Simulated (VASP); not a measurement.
# FeO (Wuestite): elastic constants with PBEsol

Crystal: FeO (Wuestite).

```
CELL_PARAMETERS angstrom
0.00000 2.15540 2.15540
2.15540 0.00000 2.15540
2.15540 2.15540 0.00000
ATOMIC_POSITIONS crystal
Fe 0.00000 0.00000 0.00000
O 0.50000 0.50000 0.50000
```

| Property | Result |
| --- | --- |
| Program | VASP 6.6.1 |
| Task | elastic constants |
| Functional | PBEsol |
| Potentials or basis | VASP PAW PBE potentials, release 64 (Fe, O) |
| Cutoff | 600 eV |
| k mesh | 10 × 10 × 10 |
| Occupations | fermi-dirac, width 0.05 eV |
| Spin | collinear spin, ferromagnetic start |
| Starting moments | [3.0, 0.0] μB |
| Dipole correction | no |
| Ions in elastic constants | relaxed |
| Further INCAR settings | ALGO = Normal; EDIFF = 1e-08; NBANDS = 18; IBRION = 6; POTIM = 0.015; NSW = 1; ISIF = 3 |

| Property | Result |
| --- | --- |
| Net moment | 4.00 μB per cell |
| Site moments | Fe +3.61; O +0.30 μB |
| Valence electrons inside the program's atomic spheres | Fe 6.74; O 4.96 |
| Elastic constants C11, C12, C44 | 245, 146, 39 GPa |
| Voigt bulk modulus | 179 GPa |
| Highest phonon frequency at Γ, LO-TO splitting left out | 228 cm⁻¹ |

Phonon frequencies in cm⁻¹ (negative: imaginary):
| q point | frequencies |
| --- | --- |
| (0.000, 0.000, 0.000) | 0 0 0 228 228 228 |

Elastic tensor in Voigt notation (GPa, in the Cartesian axes of the cell as first typed):
```
245 146 146   0   0   0
146 245 146   0   0   0
146 146 245   0   0   0
  0   0   0  39   0   0
  0   0   0   0  39   0
  0   0   0   0   0  39
```

Clamped-ion elastic tensor (GPa):
```
245 146 146   0   0   0
146 245 146   0   0   0
146 146 245   0   0   0
  0   0   0  39   0   0
  0   0   0   0  39   0
  0   0   0   0   0  39
```

Wall time 15 min on 1 thread of Intel Xeon 6975P-C, on a shared host, peak memory 0.47 GiB.

Caveat: the cell is under stress, which shifts elastic constants; the PAW data sets were made with another functional, which shifts forces and pressure a little; a cell with one magnetic atom can't hold antiferromagnetic order, which such compounds often take.
